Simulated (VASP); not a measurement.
# Ir (I4/mmm) in VASP: further runs, part 2 of 2

VASP 6.6.1. The steps go on from the part before.

## 3. Single point, PBE (15.65 Å³/atom)

The input, INCAR:

```
  PREC = Accurate
  ENCUT = 520
  EDIFF = 1E-6
  ISMEAR = 0
  SIGMA = 0.15
  LREAL = False
  LASPH = True
  NELM = 100
  ALGO = Normal
  ISIF = 2
  LWAVE = False
  LCHARG = False
  GGA = PE
  NBANDS = 10
```

The input, KPOINTS:

```
regular mesh
0
Gamma
  22 22 22
```

The input, POSCAR:

```
Ir
1.0
    0.0000000000      2.1634089064      1.6723150847
    2.1634089064      0.0000000000      1.6723150847
    2.1634089064      2.1634089064      0.0000000000
Ir
1
Direct
    0.0000000000      0.0000000000      0.0000000000
```

Potentials or basis: VASP PAW PBE potentials, release 64 (Ir).

Command:

```console
$ cat potpaw_PBE.64/Ir/POTCAR > POTCAR
$ mpirun -np 1 vasp_std > vasp.out
```

OUTCAR:

```text
PREC = Accurate
   ENCUT = 520
   EDIFF = 1E-6
   ISMEAR = 0
   LREAL = False
   LASPH = True
   NELM = 100
   ISIF = 2
   GGA = PE

 ion  position               nearest neighbor table
   1  0.000  0.000  0.000-

  LATTYP: Found a body centered tetragonal cell.
 ALAT       =     3.0595222164
 C/A-ratio  =     1.0931870837

  Lattice vectors:

 A1 = (   0.0000000000,  -2.1634089064,  -1.6723150847)
 A2 = (   0.0000000000,   2.1634089064,  -1.6723150847)
 A3 = (   2.1634089064,   0.0000000000,   1.6723150847)

Analysis of symmetry for initial positions (statically):
=====================================================================
 Subroutine PRICEL returns:
 Original cell was already a primitive cell.

 Routine SETGRP: Setting up the symmetry group for a
 body centered tetragonal supercell.

 Subroutine GETGRP returns: Found 16 space group operations
 (whereof 16 operations were pure point group operations)
 out of a pool of 16 trial point group operations.

The static configuration has the point symmetry D_4h.

Analysis of symmetry for dynamics (positions and initial velocities):
=====================================================================
 Subroutine PRICEL returns:
 Original cell was already a primitive cell.

 Routine SETGRP: Setting up the symmetry group for a
 body centered tetragonal supercell.

 Subroutine GETGRP returns: Found 16 space group operations
 (whereof 16 operations were pure point group operations)
 out of a pool of 16 trial point group operations.

The dynamic configuration has the point symmetry D_4h.

 Subroutine INISYM returns: Found 16 space group operations
 (whereof 16 operations are pure point group operations),
 and found     1 'primitive' translations

----------------------------------------------------------------------------------------

                                     Primitive cell

  volume of cell :      15.6540

[... 103 lines left out ...]
   IALGO  =     38    algorithm
   IMIX   =      4    mixing-type and parameters
     AMIX     =   0.40;   BMIX     =  1.00
     AMIX_MAG =   1.60;   BMIX_MAG =  1.00
  volume/ion in A,a.u.               =      15.65       105.64
  Fermi-wavevector in a.u.,A,eV,Ry     =   1.361279  2.572445 25.212700  1.853081
  Thomas-Fermi vector in A             =   2.487869
   LORBIT       =      0    0 simple, 1 ext, 2 COOP (PROOUT), +10 PAW based schemes
   GGA     = PE    functional components
   LHFCALC =     F    Hartree Fock is set to
   AEXX    =    0.0000 exact exchange contribution
   IVDW    =     0    specifies the selected vdW correction
   LEPSILON=     F    determine dielectric tensor
   LRPA    =     F    only Hartree local field effects (RPA)
 non-spin polarized calculation
 Gauss-broadening in eV      SIGMA  =   0.15
  energy-cutoff  :      520.00
  volume of cell :       15.65
 maximum number of plane-waves:       436
   NGX = 11   NGY = 11   NGZ = 11

 number of electron       9.0000000 magnetization

 Free energy of the ion-electron system (eV)
  ---------------------------------------------------
  ext. energy  EPLUGINS =         0.00000000
  ---------------------------------------------------
  free energy    TOTEN  =        -8.32648113 eV

  energy without entropy =       -8.30347094  energy(sigma->0) =       -8.31497604

 E-fermi :   8.5471     XC(G=0): -13.3770

 val. band max:        8.5470858659   @ k =   0.3182   0.1818   0.0909
 cond. band min:       8.5494925330   @ k =  -0.4091   0.0909   0.4545
 fundamental gap:      0.0024066671
 Fermi energy:         8.5471435484

 k-point     1 :       0.0000    0.0000    0.0000
  band No.  band energies     occupation
      1      -1.3173      2.00000
      2       5.1272      2.00000
      3       5.1272      2.00000
      4       5.8498      2.00000
      5       7.3663      2.00000
      6       8.5125      1.25585
      7      24.3873      0.00000
      8      26.0681      0.00000
      9      26.0681      0.00000
     10      34.2155      0.00000
[... 287 lines left out ...]
 k-point    24 :      -0.4545    0.0455    0.0000
  band No.  band energies     occupation
      1       1.7985      2.00000
      2       4.1050      2.00000
      3       6.9212      2.00000
      4       7.8019      2.00000
      5       9.2341      0.00000
      6      10.1572      0.00000
      7      15.8622      0.00000
      8      22.1644      0.00000
      9      25.5537      0.00000
     10      31.2935      0.00000

 [... further k-points ...]
[... 5 lines left out ...]
  --------------------------------------------------------------------------------------
  -------------------------------------------------------------------------------------
  Total       -2.4033055     -2.4033055      0.9908018      0.0000000     -0.0000000     -0.0000000
  in kB     -245.9768454   -245.9768454    101.4079562      0.0000000     -0.0000000     -0.0000000
  external PRESSURE =    -130.1819115 kB  Pullay stress =       0.0000000 kB

 VOLUME and BASIS-vectors are now :
 -----------------------------------------------------------------------------
  energy-cutoff  :      520.00
  volume of cell :       15.65
      direct lattice vectors                 reciprocal lattice vectors
     0.000000000  2.163408906  1.672315085    -0.231116734  0.231116734  0.298986719
     2.163408906  0.000000000  1.672315085     0.231116734 -0.231116734  0.298986719
     2.163408906  2.163408906  0.000000000     0.231116734  0.231116734 -0.298986719

 POSITION                                       TOTAL-FORCE (eV/Angst)
 -----------------------------------------------------------------------------------
      0.00000      0.00000      0.00000         0.000000      0.000000      0.000000
 -----------------------------------------------------------------------------------
    total drift:                               -0.000000      0.000000      0.000000

  FREE ENERGIE OF THE ION-ELECTRON SYSTEM (eV)
  ---------------------------------------------------
  free  energy   TOTEN  =        -8.3264811330 eV

  energy  without entropy=       -8.3034709416  energy(sigma->0) =       -8.31497604
```

stdout:

```text
POSCAR found type information on POSCAR Ir
 POSCAR found :  1 types and       1 ions
 scaLAPACK will be used
 LDA part: xc-table for (Slater+PW92), standard interpolation
 POSCAR, INCAR and KPOINTS ok, starting setup
 FFT: planning ... GRIDC
 FFT: planning ... GRID_SOFT
 FFT: planning ... GRID
 WAVECAR not read
 entering main loop
```

Run time: 34 s. Hardware: 1 thread of Intel Xeon 6975P-C (Granite Rapids), shared host; peak memory 0.25 GiB.

What came out:

| Property | Result |
| --- | --- |
| Free energy | -8.3265 eV |
| Pressure | -13.0 GPa |
| Band gap on the k mesh | zero (an odd number of electrons rules out a gap without spin polarisation) |

Caveat: the cell stands under tension; spin-orbit coupling is left out, which moves the levels of the heavy elements.

## 4. Single point, PBE (15.65 Å³/atom)

The input, INCAR:

```
SYSTEM = Ir
ALGO = Fast ; EDIFF = 1E-6
ENCUT = 520 ; GGA = PE
ISIF = 2 ; ISMEAR = 0
LASPH = .TRUE. ; LCHARG = .FALSE.
LREAL = .FALSE. ; LWAVE = .FALSE.
NBANDS = 10 ; NELM = 60
PREC = Accurate ; SIGMA = 0.15
```

The input, KPOINTS:

```
k-points
0
G
  22 22 22
  0 0 0
```

The input, POSCAR:

```
Ir
1.0
    0.0000000000      2.0903630995      1.7912321400
    2.0903630995      0.0000000000      1.7912321400
    2.0903630995      2.0903630995      0.0000000000
Ir
1
Direct
    0.0000000000      0.0000000000      0.0000000000
```

Command:

```console
$ cat potpaw_PBE.64/Ir/POTCAR > POTCAR
$ mpirun -np 1 vasp_std > vasp.out
```

Run time: 44 s. Hardware: 1 thread of Intel Xeon 6975P-C (Granite Rapids), shared host; peak memory 0.24 GiB.

Results (log left out):

| Property | Result |
| --- | --- |
| Free energy | -8.5773 eV |
| Pressure | -17.6 GPa |
| Band gap on the k mesh | zero (an odd number of electrons rules out a gap without spin polarisation) |

Stress tensor (GPa, compression positive):
```
-29.12   0.00   0.00
  0.00 -29.12   0.00
  0.00   0.00   5.49
```

Levels at points of the mesh, in eV from the Fermi level:
```csv
k point,band 1,band 2,band 3,band 4,band 5,band 6,band 7,band 8,band 9
"(0.00, 0.00, 0.00)",-9.98,-3.59,-3.59,-2.10,-2.07,-0.17,14.97,18.21,18.21
"(0.50, 0.00, 0.00)",-6.98,-4.19,-2.25,-0.33,0.26,1.34,6.56,13.68,17.63
"(0.50, 0.50, 0.00)",-6.55,-6.34,0.79,1.35,1.35,4.06,9.56,9.56,11.82
"(0.50, 0.00, 0.50)",-6.80,-5.95,0.48,0.48,0.89,1.84,8.17,11.78,13.15
```

Caveat: the cell stands under tension; spin-orbit coupling is left out, which moves the levels of the heavy elements.

## 5. Single point, PBE (15.65 Å³/atom)

The input, INCAR:

```
SYSTEM = Ir
PREC = Accurate ; ENCUT = 520
EDIFF = 1E-6 ; ISMEAR = 0
SIGMA = 0.15 ; LREAL = .False.
LASPH = .True. ; NELM = 60
ALGO = Normal ; ISIF = 2
LWAVE = .False. ; LCHARG = .False.
GGA = PE ; NBANDS = 10
```

The input, KPOINTS:

```
regular mesh
0
Gamma
  22 22 22
  0 0 0
```

The input, POSCAR:

```
Ir
1.0
    0.0000000000      1.8858543994      2.2007920841
    1.8858543994      0.0000000000      2.2007920841
    1.8858543994      1.8858543994      0.0000000000
Ir
1
Direct
    0.0000000000      0.0000000000      0.0000000000
```

Potentials or basis: VASP PAW PBE potentials, release 64 (Ir).

Command:

```console
$ cat potpaw_PBE.64/Ir/POTCAR > POTCAR
$ mpirun -np 1 vasp_std > vasp.out
```

OUTCAR:

```text
SYSTEM = Ir
   PREC = Accurate
   ENCUT = 520
   EDIFF = 1E-6
   ISMEAR = 0
   LREAL = .False.
   LASPH = .True.
   NELM = 60
   ISIF = 2
   GGA = PE

 ion  position               nearest neighbor table
   1  0.000  0.000  0.000-

  LATTYP: Found a body centered tetragonal cell.
 ALAT       =     2.6670008683
 C/A-ratio  =     1.6503872273

  Lattice vectors:

 A1 = (  -1.8858543994,   0.0000000000,   2.2007920841)
 A2 = (   1.8858543994,   0.0000000000,   2.2007920841)
 A3 = (   0.0000000000,   1.8858543994,  -2.2007920841)

[... 483 lines left out ...]
      3       6.2960      2.00000
      4       7.8140      2.00000
      5       9.0548      0.00090
      6      10.2241      0.00000
      7      15.3814      0.00000
      8      22.0536      0.00000
      9      27.0487      0.00000
     10      29.4474      0.00000

 [... further k-points ...]
[... 5 lines left out ...]
  --------------------------------------------------------------------------------------
  -------------------------------------------------------------------------------------
  Total       -0.3162270     -0.3162270     -4.1985575      0.0000000      0.0000000      0.0000000
  in kB      -32.3656449    -32.3656449   -429.7197926      0.0000000      0.0000000      0.0000000
  external PRESSURE =    -164.8170275 kB  Pullay stress =       0.0000000 kB

 VOLUME and BASIS-vectors are now :
 -----------------------------------------------------------------------------
  energy-cutoff  :      520.00
  volume of cell :       15.65
      direct lattice vectors                 reciprocal lattice vectors
     0.000000000  1.885854399  2.200792084    -0.265131815  0.265131815  0.227190930
     1.885854399  0.000000000  2.200792084     0.265131815 -0.265131815  0.227190930
     1.885854399  1.885854399  0.000000000     0.265131815  0.265131815 -0.227190930

 POSITION                                       TOTAL-FORCE (eV/Angst)
 -----------------------------------------------------------------------------------
      0.00000      0.00000      0.00000         0.000000      0.000000      0.000000
 -----------------------------------------------------------------------------------
    total drift:                                0.000000      0.000000     -0.000000

  FREE ENERGIE OF THE ION-ELECTRON SYSTEM (eV)
  ---------------------------------------------------
  free  energy   TOTEN  =        -8.5589442288 eV

  energy  without entropy=       -8.5443501045  energy(sigma->0) =       -8.55164717
```

Run time: 73 s. Hardware: 1 thread of Intel Xeon Platinum 8559C (Emerald Rapids), shared host; peak memory 0.25 GiB.

Results:

```
Free energy            : -8.5589 eV
Pressure               : -16.5 GPa
Band gap on the k mesh : zero (an odd number of electrons rules out a gap without spin polarisation)
```

Stress tensor (GPa, compression positive):
```
 -3.24   0.00   0.00
  0.00  -3.24   0.00
  0.00   0.00 -42.97
```

Caveat: the cell stands under tension; spin-orbit coupling is left out, which moves the levels of the heavy elements.

## 6. Single point, PBE (15.65 Å³/atom)

The input, INCAR:

```
SYSTEM = Ir
ALGO = Normal
EDIFF = 1E-6
ENCUT = 520
GGA = PE
ISIF = 2
ISMEAR = 0
LASPH = .True.
LCHARG = .True.
LELF = .True.
LREAL = .False.
LVHAR = .True.
LWAVE = .False.
NBANDS = 10
NELM = 100
PREC = Accurate
SIGMA = 0.15
```

The input, KPOINTS:

```
k-points
0
Gamma
  22 22 22
  0 0 0
```

The input, POSCAR:

```
Ir
1.0
    0.0000000000      2.0198590112      1.9184620889
    2.0198590112      0.0000000000      1.9184620889
    2.0198590112      2.0198590112      0.0000000000
Ir
1
Direct
    0.0000000000      0.0000000000      0.0000000000
```

Potentials or basis: VASP PAW PBE potentials, release 64 (Ir).

Command:

```console
$ cat potpaw_PBE.64/Ir/POTCAR > POTCAR
$ mpirun -np 1 vasp_std > vasp.out
```

Wall time 69 s (1 thread of Intel Xeon Platinum 8559C (Emerald Rapids), shared host); peak memory 0.26 GiB.

It converged, with:

```
Free energy            : -8.7475 eV
Pressure               : -21.0 GPa
Band gap on the k mesh : zero (an odd number of electrons rules out a gap without spin polarisation)
```

Stress tensor (GPa, compression positive):
```
-25.67   0.00   0.00
  0.00 -25.67   0.00
  0.00   0.00 -11.80
```

Levels at points of the mesh, in eV from the Fermi level:
| k point | band 1 | band 2 | band 3 | band 4 | band 5 | band 6 | band 7 | band 8 | band 9 |
| --- | --- | --- | --- | --- | --- | --- | --- | --- | --- |
| (0.00, 0.00, 0.00) | -10.02 | -3.46 | -3.46 | -2.90 | -1.39 | -0.66 | 14.56 | 19.05 | 19.05 |
| (0.50, 0.00, 0.00) | -7.04 | -3.67 | -3.04 | -0.44 | 0.59 | 0.93 | 6.35 | 13.98 | 18.47 |
| (0.50, 0.50, 0.00) | -6.72 | -6.30 | 0.70 | 1.28 | 1.28 | 2.47 | 10.10 | 10.67 | 10.67 |
| (0.50, 0.00, 0.50) | -6.80 | -6.23 | 0.71 | 0.95 | 1.45 | 1.49 | 8.83 | 11.39 | 11.82 |

Caveat: the cell stands under tension; spin-orbit coupling is left out, which moves the levels of the heavy elements.

## 7. The runs side by side

| cell | gap on the mesh (eV) | pressure (GPa) |
| --- | --- | --- |
| a = 2.738, b = 2.738, c = 3.277 Å, angles 53.2, 53.2, 73.5°, 1 atom | none | -13.0 |
| a = 2.734, b = 2.734, c = 3.060 Å, angles 56.0, 56.0, 68.0°, 1 atom | none | -13.0 |
| a = 2.753, b = 2.753, c = 2.956 Å, angles 57.5, 57.5, 65.0°, 1 atom | none | -17.6 |
| a = 2.898, b = 2.898, c = 2.667 Å, angles 62.6, 62.6, 54.8°, 1 atom | none | -16.5 |
| a = 2.786, b = 2.786, c = 2.857 Å, angles 59.2, 59.2, 61.7°, 1 atom | none | -21.0 |

Alike in all rows: task single point; level PBE; potentials or basis VASP PAW PBE potentials, release 64 (Ir); no spin polarisation; k mesh 22 × 22 × 22; cutoff (eV) 520; smearing gaussian 0.15 eV.

Caveats: the cell stands under tension; spin-orbit coupling is left out, which moves the levels of the heavy elements.

Total energies depend on the potentials used, so only differences within one code and one set of settings carry meaning.
